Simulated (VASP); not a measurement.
Runs of VASP 6.6.1 on Al3Sb2P. The structure is that of space group Imm2 (No. 44), or close to it. The cells are those of the table. 

```tsv
level	cell	k mesh	gap on the mesh (eV)	pressure (GPa)	largest force (eV/Å)
PBE	a = 7.271 Å, angles 146.4, 60.0, 131.9°, 6 atoms	8 × 8 × 8	(a)	1.4	0.09
r2SCAN	a = 7.414 Å, angles 146.4, 60.0, 131.9°, 6 atoms	6 × 6 × 6	1.23	-3.3	0.11
r2SCAN	a = 7.343 Å, angles 146.4, 60.0, 131.9°, 6 atoms	6 × 6 × 6	1.20	(b)	0.06
r2SCAN	a = 7.271 Å, angles 146.4, 60.0, 131.9°, 6 atoms	6 × 6 × 6	1.16	0.1	0.05
```

Alike in all rows: task single point; potentials or basis VASP PAW PBE potentials, release 64 (P, Al, Sb); no spin polarisation; cutoff (eV) 520; smearing gaussian 0.01 eV.

Task: Estimate the missing entries.

Result: (a) 0.89; (b) -1.8.

Caveats: spin-orbit coupling is left out, which moves the levels of the heavy elements; the PAW data sets were made with another functional, which shifts forces and pressure a little (at least some runs); the cell stands under tension (at least some runs).

A k mesh can miss the band edges, and the runs leave out spin-orbit coupling on Sb.
